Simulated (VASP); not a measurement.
# YB (Cmcm) in VASP: single point with PBE

Aim: the single point of YB with PBE.

Everything below comes from runs of VASP 6.6.1. Logs are shortened: lines on timing, memory, paths and dates and some standing lists are left out, and cuts for length are marked.

### Step 1. The cell of the first run

Symmetry: Cmcm, No. 63, orthorhombic system. Conventional cell: a = 3.889 Å, b = 9.818 Å, c = 3.682 Å, α = 90.00°, β = 90.00°, γ = 90.00°. Within 3.7 Å of Y (site symmetry m2m) lie 7 B at 2.73 to 2.91 Å and 8 Y at 3.28 to 3.68 Å. Within 3.2 Å of B (site symmetry m2m) lie 2 B at 2.46 Å and 7 Y at 2.73 to 2.91 Å.

### Step 2. Single point, PBE

Contents of POSCAR:

```
YB
1.0
    3.8891580000      0.0000000000      0.0000000000
    1.9445790000     -4.9089100000      0.0000000000
    0.0000000000      0.0000000000     -3.6821340000
Y B
2 2
Direct
    0.1380000000      0.7240000000      0.7500000000
    0.8620000000      0.2760000000      0.2500000000
    0.4170000000      0.1660000000      0.7500000000
    0.5830000000      0.8340000000      0.2500000000
```

Contents of INCAR.step1:

```
PREC = Accurate
ENCUT = 520
EDIFF = 1E-7
ISMEAR = -1
SIGMA = 0.1
LREAL = False
LASPH = True
NELM = 100
ALGO = Normal
ISIF = 2
LWAVE = False
LCHARG = True
LMAXMIX = 4
GGA = PE
NBANDS = 22
```

Contents of KPOINTS.step1:

```
Automatic mesh
0
Gamma
  9 9 9
```

Contents of INCAR.step2:

```
PREC = Accurate
ENCUT = 520
EDIFF = 1E-7
ISMEAR = -5
SIGMA = 0.1
LREAL = False
LASPH = True
NELM = 100
ALGO = Normal
ISIF = 2
LWAVE = False
LCHARG = False
LMAXMIX = 4
GGA = PE
LORBIT = 10
NEDOS = 1001
ICHARG = 11
```

Contents of KPOINTS.step2:

```
Automatic mesh
0
Gamma
  14 14 14
```

Potentials or basis: VASP PAW PBE potentials, release 64 (Y_sv, B).

Run with:

```
cat potpaw_PBE.64/Y_sv/POTCAR potpaw_PBE.64/B/POTCAR > POTCAR
cp INCAR.step1 INCAR
cp KPOINTS.step1 KPOINTS
mpirun -np 1 vasp_std > vasp.out
cp INCAR.step2 INCAR
cp KPOINTS.step2 KPOINTS
mpirun -np 1 vasp_std > vasp.out
```

OUTCAR:

```text
PREC = Accurate
   ENCUT = 520
   EDIFF = 1E-7
   ISMEAR = -5
   LREAL = False
   LASPH = True
   NELM = 100
   ISIF = 2
   GGA = PE
   LORBIT = 10
   ICHARG = 11

 ion  position               nearest neighbor table
   1  0.138  0.724  0.750-   4 2.73   4 2.73   4 2.73   4 2.73   3 2.74   3 2.91   3 2.91   2 3.28
                             2 3.28   2 3.47   2 3.47   2 3.47   2 3.47
   2  0.862  0.276  0.250-   3 2.73   3 2.73   3 2.73   3 2.73   4 2.74   4 2.91   4 2.91   1 3.28
                             1 3.28   1 3.47   1 3.47   1 3.47   1 3.47
   3  0.417  0.166  0.750-   2 2.73   2 2.73   2 2.73   2 2.73   1 2.74   1 2.91   1 2.91
   4  0.583  0.834  0.250-   1 2.73   1 2.73   1 2.73   1 2.73   2 2.74   2 2.91   2 2.91

  LATTYP: Found a base centered orthorhombic cell.
 ALAT       =     3.8891580000
 B/A-ratio  =     2.5244075967
 C/A-ratio  =     0.9467689407

  Lattice vectors:

 A1 = (   1.9445790000,   4.9089100000,   0.0000000000)
 A2 = (   1.9445790000,  -4.9089100000,   0.0000000000)
 A3 = (   0.0000000000,   0.0000000000,  -3.6821340000)

Analysis of symmetry for initial positions (statically):
=====================================================================
 Subroutine PRICEL returns:
 Original cell was already a primitive cell.

 Routine SETGRP: Setting up the symmetry group for a
 base centered orthorhombic supercell.

 Subroutine GETGRP returns: Found  8 space group operations
 (whereof  4 operations were pure point group operations)
 out of a pool of  8 trial point group operations.

The static configuration has the point symmetry C_2h.
 The point group associated with its full space group is D_2h.

Analysis of symmetry for dynamics (positions and initial velocities):
=====================================================================
 Subroutine PRICEL returns:
 Original cell was already a primitive cell.

 Routine SETGRP: Setting up the symmetry group for a
 base centered orthorhombic supercell.

 Subroutine GETGRP returns: Found  8 space group operations
 (whereof  4 operations were pure point group operations)
 out of a pool of  8 trial point group operations.

The dynamic configuration has the point symmetry C_2h.
 The point group associated with its full space group is D_2h.

 Subroutine INISYM returns: Found  8 space group operations
 (whereof  4 operations are pure point group operations),
 and found     1 'primitive' translations

----------------------------------------------------------------------------------------

[... 104 lines left out ...]
   ISIF   =      2    stress and relaxation
   ISYM   =      2    0-nonsym 1-usesym 2-fastsym
   POTIM  = 0.5000    time-step for ionic-motion
   TEBEG  =    0.0;   TEEND  =   0.0 temperature during run
   PSTRESS=    0.0 pullay stress
   NELECT =      28.0000    total number of electrons
   NUPDOWN=      -1.0000    fix difference up-down
   EMIN   =  10.00;   EMAX   =-10.00  energy-range for DOS
   EFERMI =   0.00;   METHOD = LEGACY
   ISMEAR =    -5;   SIGMA  =   0.10  broadening in eV -4-tet -1-fermi 0-gaus
   EFERMI_NEDOS =   21; number of points for ismear=-14 and -15
   IALGO  =     38    algorithm
   IMIX   =      4    mixing-type and parameters
     AMIX     =   0.40;   BMIX     =  1.00
     AMIX_MAG =   1.60;   BMIX_MAG =  1.00
  volume/ion in A,a.u.               =      17.57       118.60
  Fermi-wavevector in a.u.,A,eV,Ry     =   1.204520  2.276213 19.740270  1.450869
  Thomas-Fermi vector in A             =   2.340243
   LORBIT       =     10    0 simple, 1 ext, 2 COOP (PROOUT), +10 PAW based schemes
   GGA     = PE    functional components
   LHFCALC =     F    Hartree Fock is set to
   AEXX    =    0.0000 exact exchange contribution
   IVDW    =     0    specifies the selected vdW correction
   LEPSILON=     F    determine dielectric tensor
   LRPA    =     F    only Hartree local field effects (RPA)
 non-spin polarized calculation
 Fermi weights with tetrahedron method with Bloechl corrections
  energy-cutoff  :      520.00
  volume of cell :       70.30
 maximum number of plane-waves:      1926
 NGX is ok and might be reduce to    30

 number of electron      28.0000000 magnetization

 Free energy of the ion-electron system (eV)
  ---------------------------------------------------
  ext. energy  EPLUGINS =         0.00000000
  ---------------------------------------------------
  free energy    TOTEN  =       -26.25396368 eV

  energy without entropy =      -26.25396368  energy(sigma->0) =      -26.25396368

 E-fermi :   3.7966     XC(G=0): -10.5491

 val. band max:        3.8124735678   @ k =  -0.1429   0.3571   0.2143
 cond. band min:       3.7609890989   @ k =   0.2143   0.0000   0.5000
 fundamental gap:     -0.0514844688
 Fermi energy:         3.7966029361

 k-point     1 :       0.0000    0.0000    0.0000
  band No.  band energies     occupation
      1     -37.9702      2.00000
      2     -37.8349      2.00000
      3     -18.4014      2.00000
      4     -17.9727      2.00000
      5     -17.9278      2.00000
      6     -17.8097      2.00000
[... 481 lines left out ...]
      5     -17.9554      2.00000
      6     -17.9061      2.00000
[... 10 lines left out ...]
     17       6.4069      0.00000
     18       6.9973      0.00000

 [... further k-points ...]
[... 5 lines left out ...]
  --------------------------------------------------------------------------------------
  -------------------------------------------------------------------------------------
  Total       -0.8477403     -1.8058737     -1.2076050      0.0000000      0.0000000      0.0000000
  in kB      -19.3211588    -41.1583262    -27.5229655      0.0000000      0.0000000      0.0000000
  external PRESSURE =     -29.3341502 kB  Pullay stress =       0.0000000 kB

 VOLUME and BASIS-vectors are now :
 -----------------------------------------------------------------------------
  energy-cutoff  :      520.00
  volume of cell :       70.30
      direct lattice vectors                 reciprocal lattice vectors
     3.889158000  0.000000000  0.000000000     0.257125064  0.101855605  0.000000000
     1.944579000 -4.908910000  0.000000000     0.000000000 -0.203711211  0.000000000
     0.000000000  0.000000000 -3.682134000     0.000000000  0.000000000 -0.271581643

 POSITION                                       TOTAL-FORCE (eV/Angst)
 -----------------------------------------------------------------------------------
      1.94458     -3.55405     -2.76160         0.000000     -0.461315      0.000000
      3.88916     -1.35486     -0.92053         0.000000      0.461315      0.000000
      1.94458     -0.81488     -2.76160         0.000000      1.874247     -0.000000
      3.88916     -4.09403     -0.92053         0.000000     -1.874247      0.000000
 -----------------------------------------------------------------------------------
    total drift:                                0.000000     -0.000000     -0.000000

  FREE ENERGIE OF THE ION-ELECTRON SYSTEM (eV)
  ---------------------------------------------------
  free  energy   TOTEN  =       -26.2539636845 eV

  energy  without entropy=      -26.2539636845  energy(sigma->0) =      -26.25396368

 total charge

# of ion       s       p       d       f       tot
--------------------------------------------------
    1        2.221   6.437   1.007   0.035   9.700
    2        2.221   6.437   1.007   0.035   9.700
    3        0.695   0.914   0.000   0.000   1.609
    4        0.695   0.914   0.000   0.000   1.609
--------------------------------------------------
tot          5.832  14.702   2.013   0.070  22.617
```

OSZICAR.step1:

```text
N       E                     dE             d eps       ncg     rms          rms(c)
DAV:   1     0.110680408677E+03    0.11068E+03   -0.13797E+04  5500   0.122E+03
DAV:   2    -0.194328550940E+02   -0.13011E+03   -0.12496E+03  6500   0.276E+02
DAV:   3    -0.289913457523E+02   -0.95585E+01   -0.94706E+01  9708   0.483E+01
DAV:   4    -0.292746099338E+02   -0.28326E+00   -0.28297E+00  7074   0.815E+00
DAV:   5    -0.292804381415E+02   -0.58282E-02   -0.58278E-02  8140   0.986E-01    0.417E+01
DAV:   6    -0.262650666284E+02    0.30154E+01   -0.97578E+00  6550   0.116E+01    0.337E+01
DAV:   7    -0.263021506072E+02   -0.37084E-01   -0.19451E+00  8864   0.560E+00    0.165E+01
DAV:   8    -0.263112373028E+02   -0.90867E-02   -0.34409E-01  6560   0.254E+00    0.287E+00
DAV:   9    -0.262998088803E+02    0.11428E-01   -0.88565E-02  6576   0.107E+00    0.942E-01
DAV:  10    -0.262988940888E+02    0.91479E-03   -0.38932E-03  7630   0.346E-01    0.556E-01
DAV:  11    -0.262987000228E+02    0.19407E-03   -0.34710E-03  6728   0.332E-01    0.230E-01
DAV:  12    -0.262986503678E+02    0.49655E-04   -0.43166E-04  7028   0.102E-01    0.499E-02
DAV:  13    -0.262986490194E+02    0.13485E-05   -0.18956E-05  7024   0.291E-02    0.113E-02
DAV:  14    -0.262986490134E+02    0.60040E-08   -0.22506E-06  6990   0.882E-03    0.850E-03
DAV:  15    -0.262986486927E+02    0.32067E-06   -0.44132E-07  6084   0.376E-03    0.150E-03
DAV:  16    -0.262986485514E+02    0.14130E-06   -0.61025E-08  4304   0.175E-03    0.131E-03
DAV:  17    -0.262986485756E+02   -0.24261E-07   -0.83988E-09  3854   0.601E-04
   1 F= -.26298649E+02 E0= -.26253516E+02  d E =-.902643E-01
```

It took 4 min on 1 thread of Intel Xeon 6975P-C (Granite Rapids), shared host; peak memory 0.65 GiB.

What came out:

```
Valence electrons inside the program's atomic spheres : Y 9.70; B 1.61
```
